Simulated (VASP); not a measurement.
A run of VASP 6.6.1:

INCAR

```
PREC = Accurate
ENCUT = 520
EDIFF = 1E-7
ISMEAR = 0
SIGMA = 0.01
LREAL = False
LASPH = True
NELM = 100
ALGO = Normal
ISIF = 2
LWAVE = False
LCHARG = True
GGA = PS
LELF = True
LVHAR = True
NBANDS = 16
```

File KPOINTS:

```
regular mesh
0
Gamma
  10 10 10
```

The input POSCAR:

```
InP
1.0
    0.0000000000      2.8661660483      2.8661660483
    2.8661660483      0.0000000000      2.8661660483
    2.8661660483      2.8661660483      0.0000000000
In P
1 1
Direct
    0.0000000000      0.0000000000      0.0000000000
    0.7500000000      0.7500000000      0.7500000000
```

Potentials or basis: VASP PAW PBE potentials, release 64 (In_d, P).

Launch:

```sh
$ cat potpaw_PBE.64/In_d/POTCAR potpaw_PBE.64/P/POTCAR > POTCAR
$ mpirun -np 1 vasp_std > vasp.out
```

Hardware: 1 thread of Intel(R) Xeon(R) Platinum 8375C CPU @ 2.90GHz (Ice Lake), on a shared host.

Task: Estimate the wall time of this run.

Result: It took 25 s on 1 thread of Intel(R) Xeon(R) Platinum 8375C CPU @ 2.90GHz (Ice Lake), on a shared host, peak memory 0.18 GiB. Counts: scf iterations 13, k points 47.
